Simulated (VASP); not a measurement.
Set up this calculation in VASP 6.6.1, as the native input.

| Property | Result |
| --- | --- |
| Task | single point |
| Functional | PBE |
| Potentials or basis | VASP PAW PBE potentials, release 64 (Ta_pv) |
| Cutoff | 520 eV |
| k mesh | 17 × 17 × 17 |
| Occupations | fermi-dirac, width 0.08 eV |
| Spin | no spin polarisation |
| Dipole correction | no |
| Further INCAR settings | ALGO = Normal; EDIFF = 1e-06; NBANDS = 12 |

The structure of Ta lies in POSCAR:

```
Ta
1.0
   -1.6677928000      1.6512800000      1.6512800000
    1.6512800000     -1.6677928000      1.6512800000
    1.6512800000      1.6512800000     -1.6677928000
Ta
1
Direct
    0.0000000000      0.0000000000      0.0000000000
```

This cell differs from its parent crystal: equal xy, yz and zx shear strains of -1 %.

The input as run:

INCAR

```
SYSTEM = Ta
ALGO     = Normal         ! electronic algorithm
EDIFF    = 1E-6           ! SCF threshold, eV
ENCUT    = 520            ! plane-wave cutoff, eV
GGA      = PE             ! functional
ISIF     = 2              ! what is computed and relaxed
ISMEAR   = -1             ! smearing method
LASPH    = .TRUE.         ! aspherical terms in the spheres
LCHARG   = .FALSE.        ! write CHGCAR
LREAL    = .FALSE.        ! projectors in reciprocal space
LWAVE    = .FALSE.        ! write WAVECAR
NBANDS   = 12             ! bands
NELM     = 100            ! most SCF steps
PREC     = Accurate       ! precision mode
SIGMA    = 0.08           ! smearing width, eV
```

KPOINTS

```
k-points
0
G
  17 17 17
  0 0 0
```

Potentials or basis: VASP PAW PBE potentials, release 64 (Ta_pv).

The run is started by

```bash
$ cat potpaw_PBE.64/Ta_pv/POTCAR > POTCAR
$ mpirun -np 1 vasp_std > vasp.out
```

It gave:

```json
{
  "Pressure": "3.3 GPa"
}
```

Caveat: the cell differs from its parent crystal (equal xy, yz and zx shear strains of -1 %).

Wall time 43 s on 1 thread of AMD EPYC 9R45 96-Core Processor (Zen 5) (shared host), peak memory 0.19 GiB.
